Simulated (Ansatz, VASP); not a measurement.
## Two plane-wave programs on SiC

Contents of INCAR:

```
SYSTEM = SiC
PREC = Accurate
ENCUT = 520
EDIFF = 1E-7
ISMEAR = 0
SIGMA = 0.05
LREAL = .FALSE.
LASPH = .TRUE.
NELM = 100
ALGO = Normal
ISIF = 2
LWAVE = .FALSE.
LCHARG = .TRUE.
GGA = PE
LELF = .TRUE.
LVHAR = .TRUE.
NBANDS = 16
```

Contents of KPOINTS:

```
regular mesh
0
G
  12 12 6
  0 0 0
```

The input POSCAR:

```
SiC
1.0
    3.0759982064      0.0000000000      0.0000000000
   -1.5379991032      2.6638925888      0.0000000000
    0.0000000000      0.0000000000      5.0480000000
Si C
2 2
Direct
    0.2840633288      0.5681266575      0.0000000000
    0.7159366712      0.4318733425      0.5000000000
    0.3783026717      0.7566053434      0.3850000000
    0.6216973283      0.2433946566      0.8850000000
```

Input for Ansatz:

```yaml
crystal:
  lattice:
    - [3.0759982064, 0.0, 0.0]
    - [-1.5379991032, 2.6638925888, 0.0]
    - [0.0, 0.0, 5.048]
  atoms:
    - { symbol: Si, position: [0.2840633288, 0.5681266575, 0.0] }
    - { symbol: Si, position: [0.7159366712, 0.4318733425, 0.5] }
    - { symbol: C, position: [0.3783026717, 0.7566053434, 0.385] }
    - { symbol: C, position: [0.6216973283, 0.2433946566, 0.885] }
basis:
  ecutwfc: 420
kpoints:
  mp_grid: { grid: [12, 12, 6] }
hamiltonian:
  xc: pbe
scf:
  occupations: { method: gaussian, width: 0.05 }
output:
  forces: true
  stress: true
  eigenvalues: true
```

Change from the starting cell: mode 4 (260.4 1/cm) frozen in, largest displacement +0.263 Å.

Alike in both runs: task single point; functional PBE; k mesh 12 × 12 × 6; occupations gaussian, width 0.05 eV; no spin polarisation.

```csv
,VASP,Ansatz
version,VASP 6.6.1,Ansatz 0.2.0
potentials or method,"VASP PAW PBE potentials, release 64 (Si, C), cutoff 520 eV","scalar-relativistic, plane waves, PAW"
valence electrons in the cell,16,16
```

VASP gave:

- gap on the k mesh at the Fermi level (eV): 1.57
- least direct gap on the mesh (eV): 3.87
- pressure (GPa): 2.3
- traceless stress, the component that is largest in VASP (GPa): 1.67
- rms of the force components (eV/Å): 0.865

**Question.** Which values does Ansatz return?

**Answer.** gap on the k mesh at the Fermi level (eV): 1.57; least direct gap on the mesh (eV): 3.87; pressure (GPa): 2.4; traceless stress, the component that is largest in VASP (GPa): 1.69; rms of the force components (eV/Å): 0.865.

Atom by atom the forces differ by 0.002 eV/Å (rms over components).
